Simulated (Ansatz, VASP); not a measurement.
HfO2: VASP beside Ansatz

```xyz
12
Lattice="-2.5575 -2.5575 0.0000 2.5575 -2.5575 0.0000 -0.7672 -0.7672 10.2300" Properties=species:S:1:pos:R:3 pbc="T T T"
Hf    0.0000    0.0000    9.5906
Hf    0.0000   -2.5575    1.9181
Hf    0.0000    0.0000    4.4756
Hf    0.0000   -2.5575    7.0331
O    -1.2788   -1.2788    0.6394
O     1.2788   -1.2788    3.1969
O    -1.2788   -1.2788    5.7544
O     1.2787   -1.2788    8.3119
O    -1.2788   -1.2788    3.1969
O     1.2788   -1.2788    5.7544
O    -1.2788   -1.2788    8.3119
O     1.2788   -1.2788    0.6394
```

Alike in both runs: task single point; functional r2SCAN; k mesh 6 × 6 × 3; occupations gaussian, width 0.05 eV; no spin polarisation.

|  | VASP | Ansatz |
| --- | --- | --- |
| version | VASP 6.6.1 | Ansatz 0.2.0 |
| potentials or method | VASP PAW PBE potentials, release 64 (Hf_pv, O), cutoff 520 eV | scalar-relativistic, plane waves, PAW |
| valence electrons in the cell | 88 | 152 |

```tsv
	VASP	Ansatz	Ansatz less VASP
gap on the k mesh at the Fermi level (eV)	3.12	3.12	+0.006
least direct gap on the mesh (eV)	3.33	3.32	-0.004
pressure (GPa)	13.3	14.6	+1.35
traceless stress, the component that is largest in VASP (GPa)	26.65	24.25	-2.399
rms of the force components (eV/Å)	9.367	8.593	-0.7744
```

VASP's potentials were made for PBE, not for r2SCAN. Atom by atom the forces differ by 0.777 eV/Å (rms over components). VASP's potentials hold 88 valence electrons a cell and Ansatz's 152, so a difference there can come from the potentials and not from the codes.

Spin-orbit coupling is off throughout.
